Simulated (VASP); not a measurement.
Write the native input for VASP 6.6.1 that does the following.

```
Task                   : single point
Functional             : PBE
Potentials or basis    : VASP PAW PBE potentials, release 64 (Ca_sv)
Cutoff                 : 500 eV
k mesh                 : 7 × 7 × 7
Occupations            : fermi-dirac, width 0.05 eV
Spin                   : no spin polarisation
Dipole correction      : no
Further INCAR settings : ALGO = Normal; EDIFF = 1e-06; NBANDS = 11
```

The structure of Ca lies in POSCAR:

```
Ca
1.0
    0.0000000000      2.7645752749      2.7645752749
    2.7645752749      0.0000000000      2.7645752749
    2.7645752749      2.7645752749      0.0000000000
Ca
1
Direct
    0.0000000000      0.0000000000      0.0000000000
```

These files were run (other wordings do the same):

INCAR

```
PREC = Accurate
ENCUT = 500
EDIFF = 1E-6
ISMEAR = -1
SIGMA = 0.05
LREAL = F
LASPH = T
NELM = 120
ALGO = Normal
ISIF = 2
LWAVE = F
LCHARG = F
GGA = PE
NBANDS = 11
GGA_COMPAT = F
```

KPOINTS

```
Automatic mesh
0
Gamma
  7 7 7
```

Potentials or basis: VASP PAW PBE potentials, release 64 (Ca_sv).

Launch:

```bash
$ cat potpaw_PBE.64/Ca_sv/POTCAR > POTCAR
$ mpirun -np 1 vasp_std > vasp.out
```

It gave:

```
Pressure               : 0.0 GPa
Band gap on the k mesh : zero (bands 5 and 6 overlap by 0.15 eV)
```

Wall time 8.9 s on 1 thread of AMD EPYC 7R13 Processor (Zen 3), on a shared host, peak memory 0.13 GiB.
